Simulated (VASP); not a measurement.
# Mg16O17 (a cell with a defect) in VASP: a series of runs, part 2 of 2

VASP 6.6.1. Earlier steps stand in the parts before.

## Step 3: Single point, PBE

INCAR reads:

```
PREC = Accurate
ENCUT = 520
EDIFF = 1E-6
ISMEAR = -1
SIGMA = 0.01
LREAL = Auto
LASPH = True
NELM = 120
ALGO = Normal
ISIF = 2
LWAVE = False
LCHARG = False
GGA = PE
NELECT = 136.0
NBANDS = 89
GGA_COMPAT = False
ISYM = -1
```

KPOINTS reads:

```
explicit points
1
Reciprocal
  0.25000000   0.25000000   0.25000000 1
```

POSCAR reads:

```
Mg16O17
1.0
   -4.2543812300      4.2543812300      4.2543812300
    4.2543812300     -4.2543812300      4.2543812300
    4.2543812300      4.2543812300     -4.2543812300
Mg O
16 17
Direct
    0.0029046527      0.0027539845      0.0035269524
    0.0026348132      0.2569473540      0.7509036749
    0.0047533352      0.4977606344      0.4985291363
    0.0026364586      0.7501249483      0.2577016353
    0.2571074243      0.0025245739      0.7508928625
    0.2434303472      0.2432957801      0.4964464597
    0.2434589060      0.4956783104      0.2440844964
    0.2570660552      0.7501042637      0.0032577005
    0.4978708737      0.0045440216      0.4984968167
    0.4958124075      0.2432695718      0.2440367809
    0.4978778077      0.4977618097      0.0053383791
    0.4976690817      0.7502085092      0.7509592646
    0.7502752639      0.0025322131      0.2577509961
    0.7502840783      0.2569995355      0.0033002449
    0.7501939360      0.4974364980      0.7508073037
    0.7502986515      0.7500903956      0.4982482494
    0.0068016942      0.0066727683      0.5130488741
   -0.0118615369      0.2445236907      0.2452910173
    0.0067909993      0.5122757887      0.0074243464
    0.0662056324      0.7501484534      0.7508801697
    0.2446501486     -0.0120331247      0.2452792647
    0.2446553197      0.2445243959     -0.0112486393
    0.2558741075      0.4936213721      0.7509024996
    0.2558773982      0.7501296493      0.4943735378
    0.5123990734      0.0066719456      0.0074346887
    0.4937250299      0.2557597548      0.7509059079
    0.4343280257      0.4341303471      0.4349311686
    0.4937364299      0.7501256534      0.2565232030
    0.7502432968      0.0660992715      0.7509184832
    0.7502787897      0.2557368372      0.4943658987
    0.7502771443      0.4936018628      0.2565079247
    0.7502550494      0.7501598534      0.0668661280
    0.7502478803      0.7501271812      0.7508869862
```

Potentials or basis: VASP PAW PBE potentials, release 64 (Mg, O).

Launch:

```
cat potpaw_PBE.64/Mg/POTCAR potpaw_PBE.64/O/POTCAR > POTCAR
mpirun -np 1 vasp_std > vasp.out
```

OUTCAR:

```text
PREC = Accurate
   ENCUT = 520
   EDIFF = 1E-6
   ISMEAR = -1
   LREAL = Auto
   LASPH = True
   NELM = 120
   ISIF = 2
   GGA = PE
   NELECT = 136.0
   ISYM = -1

 ion  position               nearest neighbor table
   1  0.003  0.003  0.004-  33 1.86  21 2.12  22 2.12  18 2.12  20 2.45  32 2.45  29 2.45  10 2.97
                             6 2.97   7 2.97  12 3.04  16 3.04  15 3.04   4 3.05   8 3.05   2 3.05
   2  0.003  0.257  0.751-  29 1.92  23 2.09  22 2.10  17 2.10  30 2.16  19 2.16  15 2.97  13 2.97
                             8 2.97   7 2.97   3 2.97  11 2.98   6 2.98  14 3.04   9 3.04   1 3.05
   3  0.005  0.498  0.499-  20 1.92  18 2.09  30 2.10  31 2.10  23 2.16  24 2.16  12 2.97   6 2.97
                             7 2.97   2 2.97   4 2.97  13 2.98  14 2.98   8 3.04   5 3.04  16 3.05
   4  0.003  0.750  0.258-  32 1.92  24 2.09  21 2.10  19 2.10  31 2.16  17 2.16  16 2.97  14 2.97
                             6 2.97   5 2.97   3 2.97   9 2.98   7 2.98  11 3.04  13 3.04   1 3.05
   5  0.257  0.003  0.751-  20 1.92  26 2.09  17 2.10  22 2.10  24 2.16  25 2.16  12 2.97  10 2.97
                             9 2.97  14 2.97   4 2.97   6 2.98  11 2.98   3 3.04   8 3.04  16 3.05
   6  0.243  0.243  0.496-  27 1.92  17 2.09  26 2.10  23 2.10  18 2.16  21 2.16   1 2.97   3 2.97
[... 218 lines left out ...]
      6     -12.9973      2.00000
[... 72 lines left out ...]
     79      12.6510      0.00000
     80      12.6511      0.00000
 [bands above 80 left out]

------------------------ aborting loop because EDIFF is reached ----------------------------------------

  FORCE on cell =-STRESS in cart. coord.  units (eV):
  Direction    XX          YY          ZZ          XY          YZ          ZX
  --------------------------------------------------------------------------------------
  -------------------------------------------------------------------------------------
  Total       37.2551566     37.2245664     37.2309003     -0.0001105      0.0029605      0.0021390
  in kB      193.7883979    193.6292787    193.6622252     -0.0005747      0.0153996      0.0111261
  external PRESSURE =     193.6933006 kB  Pullay stress =       0.0000000 kB

 VOLUME and BASIS-vectors are now :
 -----------------------------------------------------------------------------
  energy-cutoff  :      520.00
  volume of cell :      308.01
      direct lattice vectors                 reciprocal lattice vectors
    -4.254381230  4.254381230  4.254381230     0.000000000  0.117525904  0.117525904
     4.254381230 -4.254381230  4.254381230     0.117525904  0.000000000  0.117525904
     4.254381230  4.254381230 -4.254381230     0.117525904  0.117525904  0.000000000

 POSITION                                       TOTAL-FORCE (eV/Angst)
 -----------------------------------------------------------------------------------
      0.01436      0.01565      0.00907        -0.004269     -0.004456     -0.003905
      4.27657      2.11269     -2.09027        -0.001460      0.001347     -0.002046
      4.21837      0.02349      0.01695         0.003057     -0.002219     -0.001786
      4.27646     -2.08374      2.10617        -0.000633     -0.000732      0.000817
      2.11149      4.27768     -2.09001         0.002028     -0.001897     -0.002746
      2.11150      2.11264     -0.04135         0.001487      0.000921      0.002928
[... 25 lines left out ...]
      0.28407      0.28488      6.09886         0.002764      0.003201     -0.004097
      3.19405      3.19507      3.18861        -0.003831     -0.004225      0.002290
 -----------------------------------------------------------------------------------
    total drift:                               -0.006904     -0.002580      0.004705

  FREE ENERGIE OF THE ION-ELECTRON SYSTEM (eV)
  ---------------------------------------------------
  free  energy   TOTEN  =      -180.7378052455 eV

  energy  without entropy=     -180.7378052455  energy(sigma->0) =     -180.73780525
```

OSZICAR:

```text
N       E                     dE             d eps       ncg     rms          rms(c)
DAV:   1     0.754008982399E+03    0.75401E+03   -0.68655E+04   186   0.141E+03
DAV:   2    -0.158967561376E+03   -0.91298E+03   -0.89587E+03   227   0.304E+02
DAV:   3    -0.212630197621E+03   -0.53663E+02   -0.53460E+02   212   0.773E+01
DAV:   4    -0.213073239709E+03   -0.44304E+00   -0.44217E+00   220   0.774E+00
DAV:   5    -0.213078151301E+03   -0.49116E-02   -0.49093E-02   212   0.760E-01    0.319E+01
DAV:   6    -0.181210415520E+03    0.31868E+02   -0.13732E+02   195   0.379E+01    0.943E+00
DAV:   7    -0.180981866450E+03    0.22855E+00   -0.36546E+00   204   0.758E+00    0.596E+00
DAV:   8    -0.180757922097E+03    0.22394E+00   -0.49346E-01   204   0.312E+00    0.152E+00
DAV:   9    -0.180735969849E+03    0.21952E-01   -0.67582E-02   220   0.148E+00    0.450E-01
DAV:  10    -0.180738974849E+03   -0.30050E-02   -0.64204E-02   204   0.885E-01    0.329E-01
DAV:  11    -0.180737742730E+03    0.12321E-02   -0.12408E-02   220   0.425E-01    0.430E-02
DAV:  12    -0.180737810955E+03   -0.68225E-04   -0.99952E-04   196   0.120E-01    0.231E-02
DAV:  13    -0.180737811728E+03   -0.77321E-06   -0.14096E-04   220   0.430E-02    0.197E-02
DAV:  14    -0.180737807764E+03    0.39640E-05   -0.20364E-05   212   0.193E-02    0.130E-02
DAV:  15    -0.180737805584E+03    0.21797E-05   -0.26420E-05   188   0.174E-02    0.366E-03
DAV:  16    -0.180737805246E+03    0.33881E-06   -0.11654E-06   132   0.464E-03
   1 F= -.18073781E+03 E0= -.18073781E+03  d E =-.301852E-11
```

stdout:

```text
POSCAR found type information on POSCAR MgO
 POSCAR found :  2 types and      33 ions
 scaLAPACK will be used
 LDA part: xc-table for (Slater+PW92), standard interpolation
 POSCAR, INCAR and KPOINTS ok, starting setup
 FFT: planning ... GRIDC
 FFT: planning ... GRID_SOFT
 FFT: planning ... GRID
 WAVECAR not read
 entering main loop
 the old and the new charge density differ
 old charge density:   134.00000 new  136.00000
    0.319E+01
```

It took 70 s on 1 thread of Intel Xeon 6975P-C (Granite Rapids), shared host; peak memory 0.39 GiB.

What came out:

```
Free energy   : -180.7378 eV
Largest force : 0.016 eV/Å
```

Forces on the atoms (eV/Å):
```
Mg  -0.004 -0.004 -0.004
Mg  -0.001  0.001 -0.002
Mg   0.003 -0.002 -0.002
Mg  -0.001 -0.001  0.001
Mg   0.002 -0.002 -0.003
Mg   0.001  0.001  0.003
Mg   0.002  0.002  0.002
Mg   0.001 -0.003 -0.001
Mg  -0.001  0.002 -0.001
Mg   0.003  0.001  0.002
Mg  -0.001 -0.001  0.001
Mg  -0.004  0.003  0.004
Mg  -0.001 -0.001  0.001
Mg  -0.003  0.001 -0.002
Mg   0.005 -0.003  0.005
Mg   0.005  0.004 -0.004
O    0.000  0.001  0.014
O    0.015  0.003  0.003
O   -0.002  0.015  0.000
O   -0.006  0.005  0.004
O    0.001  0.015  0.003
O    0.003  0.002  0.014
O    0.001 -0.001 -0.014
O    0.001 -0.015 -0.002
O    0.015 -0.001  0.001
O   -0.003  0.003 -0.014
O   -0.004 -0.006 -0.004
O    0.001 -0.015 -0.001
O    0.003 -0.005  0.004
O   -0.014  0.001 -0.003
O   -0.015  0.000 -0.001
O    0.003  0.003 -0.004
O   -0.004 -0.004  0.002
```

Levels at points of the mesh, in eV from the Fermi level:
```tsv
k point	band 65	band 66	band 67	band 68	band 69	band 70	band 71	band 72
(0.25, 0.25, 0.25)	-1.80	-0.27	-0.27	-0.27	4.75	4.75	4.75	5.27
```

Caveat: the cell carries a net charge on a neutralising background, which shifts energy and pressure; the cell is charged against a uniform background, so pressure and absolute levels hang on convention.
